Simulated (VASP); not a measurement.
Set up this calculation in VASP 6.6.1, as the native input.

* Task: single point
* Functional: LDA
* Potentials or basis: VASP PAW LDA potentials, release 64 (Ta_pv, As)
* Cutoff: 520 eV
* k mesh: 10 × 10 × 10
* Occupations: fermi-dirac, width 0.02 eV
* Spin: no spin polarisation
* Dipole correction: no
* Further INCAR settings: ALGO = Normal; EDIFF = 1e-06; NBANDS = 24

The structure of TaAs lies in POSCAR:

```
TaAs
1.0
   -1.7202506309      1.7202506309      5.8629647290
    1.7202506309     -1.7202506309      5.8629647290
    1.7202506309      1.7202506309     -5.8629647290
Ta As
2 2
Direct
    0.5000125150      1.0000125150      0.5000000000
    0.7500125150      0.7500125150      0.0000000000
    0.0825869050      0.5825869050      0.5000000000
    0.3325869050      0.3325869050      0.0000000000
```

These files were run (other wordings do the same):

INCAR

```
SYSTEM = TaAs
  PREC = Accurate
  ENCUT = 520
  EDIFF = 1E-6
  ISMEAR = -1
  SIGMA = 0.02
  LREAL = .FALSE.
  LASPH = .TRUE.
  NELM = 80
  ALGO = Normal
  ISIF = 2
  LWAVE = .FALSE.
  LCHARG = .FALSE.
  NBANDS = 24
```

KPOINTS

```
regular mesh
0
G
  10 10 10
  0 0 0
```

Potentials or basis: VASP PAW LDA potentials, release 64 (Ta_pv, As).

Launch:

```bash
$ cat potpaw_LDA.64/Ta_pv/POTCAR potpaw_LDA.64/As/POTCAR > POTCAR
$ mpirun -np 1 vasp_std > vasp.out
```

Results of the run:

```json
{"Pressure": "-6.1 GPa", "Largest force": "0.014 eV/Å", "Band gap on the k mesh": "0.03 eV, direct"}
```

Caveat: spin-orbit coupling is left out, which moves the levels of the heavy elements.

Wall time 2.5 min on 1 thread of Intel(R) Xeon(R) 6975P-C (Granite Rapids), on a shared host, peak memory 0.36 GiB.
